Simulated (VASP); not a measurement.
# HfN (Fmm2) in VASP: a series of runs, part 2 of 2

VASP 6.6.1. The steps go on from the part before.

**4. Single point, LDA**

This run uses another cell than the first one, of 10.71 Å³/atom, 1.042 times its volume.

File INCAR:

```
PREC = Accurate
ENCUT = 520
EDIFF = 1E-7
ISMEAR = 0
SIGMA = 0.15
LREAL = False
LASPH = True
NELM = 80
ALGO = Normal
ISIF = 2
LWAVE = False
LCHARG = False
GGA = CA
NBANDS = 14
```

File KPOINTS:

```
Automatic mesh
0
Gamma
  18 18 18
```

File POSCAR:

```
HfN
1.0
    0.0000000000      2.1892961657      2.2339756793
    2.1892961657      0.0000000000      2.2339756793
    2.1892961657      2.1892961657      0.0000000000
Hf N
1 1
Direct
   -0.0015807754      0.0015807754      0.0015807754
    0.5201434601      0.4798565399      0.4798565399
```

Potentials or basis: VASP PAW LDA potentials, release 64 (Hf_pv, N).

The run is started by

```
cat potpaw_LDA.64/Hf_pv/POTCAR potpaw_LDA.64/N/POTCAR > POTCAR
mpirun -np 1 vasp_std > vasp.out
```

OUTCAR:

```text
PREC = Accurate
   ENCUT = 520
   EDIFF = 1E-7
   ISMEAR = 0
   LREAL = False
   LASPH = True
   NELM = 80
   ISIF = 2
   GGA = CA

 ion  position               nearest neighbor table
   1  0.998  0.002  0.002-   2 2.09   2 2.19   2 2.19   2 2.24   2 2.24   2 2.28
   2  0.520  0.480  0.480-   1 2.09   1 2.19   1 2.19   1 2.24   1 2.24   1 2.28

  LATTYP: Found a body centered tetragonal cell.
 ALAT       =     3.0961323296
 C/A-ratio  =     1.4430750637

  Lattice vectors:

 A1 = (  -2.1892961657,   0.0000000000,   2.2339756793)
 A2 = (   2.1892961657,   0.0000000000,   2.2339756793)
 A3 = (   0.0000000000,   2.1892961657,  -2.2339756793)

Analysis of symmetry for initial positions (statically):
=====================================================================
 Subroutine PRICEL returns:
 Original cell was already a primitive cell.

 Routine SETGRP: Setting up the symmetry group for a
 body centered tetragonal supercell.

 Subroutine GETGRP returns: Found  4 space group operations
 (whereof  4 operations were pure point group operations)
 out of a pool of 16 trial point group operations.

The static configuration has the point symmetry C_2v.

Analysis of symmetry for dynamics (positions and initial velocities):
=====================================================================
 Subroutine PRICEL returns:
 Original cell was already a primitive cell.

 Routine SETGRP: Setting up the symmetry group for a
 body centered tetragonal supercell.

 Subroutine GETGRP returns: Found  4 space group operations
 (whereof  4 operations were pure point group operations)
 out of a pool of 16 trial point group operations.

The dynamic configuration has the point symmetry C_2v.

 Subroutine INISYM returns: Found  4 space group operations
 (whereof  4 operations are pure point group operations),
 and found     1 'primitive' translations

----------------------------------------------------------------------------------------

                                     Primitive cell

  volume of cell :      21.4150

  direct lattice vectors                    reciprocal lattice vectors
     0.000000000  2.189296166  2.233975679    -0.228383902  0.228383902  0.223816224
     2.189296166  0.000000000  2.233975679     0.228383902 -0.228383902  0.223816224
     2.189296166  2.189296166  0.000000000     0.228383902  0.228383902 -0.223816224

  length of vectors
     3.127885074  3.127885074  3.096132330     0.392953070  0.392953070  0.392953070

  position of ions in fractional coordinates (direct lattice)
     0.998419225  0.001580775  0.001580775
     0.520143460  0.479856540  0.479856540

  ion indices of the primitive-cell ions
   primitive index   ion index
                 1           1
                 2           2

----------------------------------------------------------------------------------------

 KPOINTS: Automatic mesh

Automatic generation of k-mesh.
 Grid dimensions read from file:
 generate k-points for:   18   18   18

 Generating k-lattice:

  Cartesian coordinates                     Fractional coordinates (reciprocal lattice)
    -0.012687995  0.012687995  0.012434235     0.055555556 -0.000000000  0.000000000
     0.012687995 -0.012687995  0.012434235    -0.000000000  0.055555556  0.000000000
     0.012687995  0.012687995 -0.012434235     0.000000000  0.000000000  0.055555556

  Length of vectors
     0.021830726  0.021830726  0.021830726

[... 37 lines left out ...]
   total plane-waves  NPLWV =  13824
   dimension x,y,z NGX =    24 NGY =   24 NGZ =   24
   dimension x,y,z NGXF=    48 NGYF=   48 NGZF=   48
   ions per type =               1   1
   NGX,Y,Z   is equivalent  to a cutoff of  12.76, 12.76, 12.89 a.u.
   NGXF,Y,Z  is equivalent  to a cutoff of  25.51, 25.51, 25.77 a.u.
 SYSTEM =  unknown system
   PREC   = accura    normal or accurate (medium, high low for compatibility)
   ISTART =      0    job   : 0-new  1-cont  2-samecut
   ICHARG =      2    charge: 1-file 2-atom 10-const
   ISPIN  =      1    spin polarized calculation?
   LNONCOLLINEAR =      F non collinear calculations
   LSORBIT =      F    spin-orbit coupling
   LASPH  =      T    aspherical Exc in radial PAW
   ENCUT  =  520.0 eV  38.22 Ry    6.18 a.u.   5.82  5.82  5.76*2*pi/ulx,y,z
   NELM   =     80;   NELMIN=  2; NELMDL= -5     # of ELM steps
   EDIFF  = 0.1E-06   stopping-criterion for ELM
   LREAL  =      F    real-space projection
   EDIFFG = 0.1E-05   stopping-criterion for IOM
   NSW    =      0    number of steps for IOM
   IBRION =     -1    ionic relax: 0-MD 1-quasi-New 2-CG
   NFREE  =      0    steps in history (QN), initial steepest desc. (CG)
   ISIF   =      2    stress and relaxation
   ISYM   =      2    0-nonsym 1-usesym 2-fastsym
   POTIM  = 0.5000    time-step for ionic-motion
   TEBEG  =    0.0;   TEEND  =   0.0 temperature during run
   PSTRESS=    0.0 pullay stress
   NELECT =      15.0000    total number of electrons
   NUPDOWN=      -1.0000    fix difference up-down
   EMIN   =  10.00;   EMAX   =-10.00  energy-range for DOS
   EFERMI =   0.00;   METHOD = LEGACY
   ISMEAR =     0;   SIGMA  =   0.15  broadening in eV -4-tet -1-fermi 0-gaus
   EFERMI_NEDOS =   21; number of points for ismear=-14 and -15
   IALGO  =     38    algorithm
   IMIX   =      4    mixing-type and parameters
     AMIX     =   0.40;   BMIX     =  1.00
     AMIX_MAG =   1.60;   BMIX_MAG =  1.00
  volume/ion in A,a.u.               =      10.71        72.26
  Fermi-wavevector in a.u.,A,eV,Ry     =   1.453894  2.747461 28.760103  2.113808
  Thomas-Fermi vector in A             =   2.571108
   LORBIT       =      0    0 simple, 1 ext, 2 COOP (PROOUT), +10 PAW based schemes
   GGA     = CA    functional components
   LHFCALC =     F    Hartree Fock is set to
   AEXX    =    0.0000 exact exchange contribution
   IVDW    =     0    specifies the selected vdW correction
   LEPSILON=     F    determine dielectric tensor
   LRPA    =     F    only Hartree local field effects (RPA)
 non-spin polarized calculation
 Gauss-broadening in eV      SIGMA  =   0.15
  energy-cutoff  :      520.00
  volume of cell :       21.41
 maximum number of plane-waves:       596
   NGX = 11   NGY = 11   NGZ = 11

 number of electron      15.0000002 magnetization

 Free energy of the ion-electron system (eV)
  ---------------------------------------------------
  ext. energy  EPLUGINS =         0.00000000
  ---------------------------------------------------
  free energy    TOTEN  =       -23.75787977 eV

  energy without entropy =      -23.75166942  energy(sigma->0) =      -23.75477460

 E-fermi :   8.8682     XC(G=0): -13.3597

 val. band max:        8.8668820994   @ k =   0.2778   0.2222  -0.2778
 cond. band min:       8.8686541063   @ k =  -0.0000  -0.0556   0.1111
 fundamental gap:      0.0017720069
 Fermi energy:         8.8681981588

 k-point     1 :       0.0000    0.0000    0.0000
  band No.  band energies     occupation
      1     -21.7676      2.00000
      2     -21.7604      2.00000
      3     -21.7456      2.00000
      4      -8.7841      2.00000
      5       5.6044      2.00000
      6       5.6866      2.00000
      7       5.7468      2.00000
      8       8.5114      1.99923
      9       8.5399      1.99803
     10       8.7119      1.85930
     11      10.6686      0.00000
     12      11.3138      0.00000
     13      11.7969      0.00000
     14      18.6828      0.00000
[... 377 lines left out ...]
      1     -22.4187      2.00000
      2     -21.8627      2.00000
      3     -21.7821      2.00000
      4      -7.3342      2.00000
      5       2.2661      2.00000
      6       3.5297      2.00000
      7       3.8318      2.00000
      8       9.3467      0.00001
      9       9.9761      0.00000
     10      10.7748      0.00000
     11      13.0227      0.00000
     12      15.0893      0.00000
     13      15.5380      0.00000
     14      20.5885      0.00000

 [... further k-points ...]

------------------------ aborting loop because EDIFF is reached ----------------------------------------

  FORCE on cell =-STRESS in cart. coord.  units (eV):
  Direction    XX          YY          ZZ          XY          YZ          ZX
  --------------------------------------------------------------------------------------
  -------------------------------------------------------------------------------------
  Total        2.8995221      2.2503226      0.5144978      0.0000000      0.0000000      0.0000000
  in kB      216.9299617    168.3596025     38.4925459      0.0000000      0.0000000      0.0000000
  external PRESSURE =     141.2607034 kB  Pullay stress =       0.0000000 kB

 VOLUME and BASIS-vectors are now :
 -----------------------------------------------------------------------------
  energy-cutoff  :      520.00
  volume of cell :       21.41
      direct lattice vectors                 reciprocal lattice vectors
     0.000000000  2.189296166  2.233975679    -0.228383902  0.228383902  0.223816224
     2.189296166  0.000000000  2.233975679     0.228383902 -0.228383902  0.223816224
     2.189296166  2.189296166  0.000000000     0.228383902  0.228383902 -0.223816224

 POSITION                                       TOTAL-FORCE (eV/Angst)
 -----------------------------------------------------------------------------------
      0.00692      2.18930      2.23398        -1.538968      0.000000      0.000000
      2.10110      2.18930      2.23398         1.538968      0.000000      0.000000
 -----------------------------------------------------------------------------------
    total drift:                               -0.000047     -0.000000     -0.000000

  FREE ENERGIE OF THE ION-ELECTRON SYSTEM (eV)
  ---------------------------------------------------
  free  energy   TOTEN  =       -23.7578797737 eV

  energy  without entropy=      -23.7516694202  energy(sigma->0) =      -23.75477460
```

OSZICAR:

```text
N       E                     dE             d eps       ncg     rms          rms(c)
DAV:   1     0.358710406310E+02    0.35871E+02   -0.77940E+03 24324   0.101E+03
DAV:   2    -0.250329993740E+02   -0.60904E+02   -0.57100E+02 31068   0.231E+02
DAV:   3    -0.267632313382E+02   -0.17302E+01   -0.17231E+01 28642   0.312E+01
DAV:   4    -0.267685241938E+02   -0.52929E-02   -0.52904E-02 29208   0.207E+00
DAV:   5    -0.267685531565E+02   -0.28963E-04   -0.28962E-04 28270   0.129E-01    0.590E+01
DAV:   6    -0.238792943410E+02    0.28893E+01   -0.82508E+00 26368   0.226E+01    0.490E+01
DAV:   7    -0.237885039150E+02    0.90790E-01   -0.46029E-01 31156   0.513E+00    0.284E+01
DAV:   8    -0.237617445501E+02    0.26759E-01   -0.88854E-02 31720   0.241E+00    0.462E+00
DAV:   9    -0.237581548380E+02    0.35897E-02   -0.13300E-02 26752   0.854E-01    0.185E+00
DAV:  10    -0.237579124690E+02    0.24237E-03   -0.12884E-03 31018   0.319E-01    0.365E-01
DAV:  11    -0.237578800554E+02    0.32414E-04   -0.96061E-05 26750   0.920E-02    0.322E-02
DAV:  12    -0.237578798277E+02    0.22764E-06   -0.64652E-06 31528   0.216E-02    0.203E-02
DAV:  13    -0.237578797737E+02    0.53995E-07   -0.18032E-07 22262   0.384E-03
   1 F= -.23757880E+02 E0= -.23754775E+02  d E =-.621035E-02
```

stdout:

```text
POSCAR found type information on POSCAR HfN
 POSCAR found :  2 types and       2 ions
 scaLAPACK will be used
 LDA part: xc-table for (Slater(with rela. corr.)+CA(PZ))
 , standard interpolation
 POSCAR, INCAR and KPOINTS ok, starting setup
 FFT: planning ... GRIDC
 FFT: planning ... GRID_SOFT
 FFT: planning ... GRID
 WAVECAR not read
 entering main loop
```

Run time: 61 s. Hardware: 1 thread of Intel Xeon 6975P-C (Granite Rapids), shared host; peak memory 0.36 GiB.

Results:

* Free energy: -23.7579 eV
* Pressure: 14.1 GPa
* Largest force: 1.539 eV/Å

Forces on the atoms (eV/Å):
```
Hf  -1.539  0.000  0.000
N    1.539  0.000  0.000
```

Caveat: spin-orbit coupling is left out, which moves the levels of the heavy elements; forces of over 1 eV/Å act on the atoms, so gaps and moduli don't describe the material at rest.
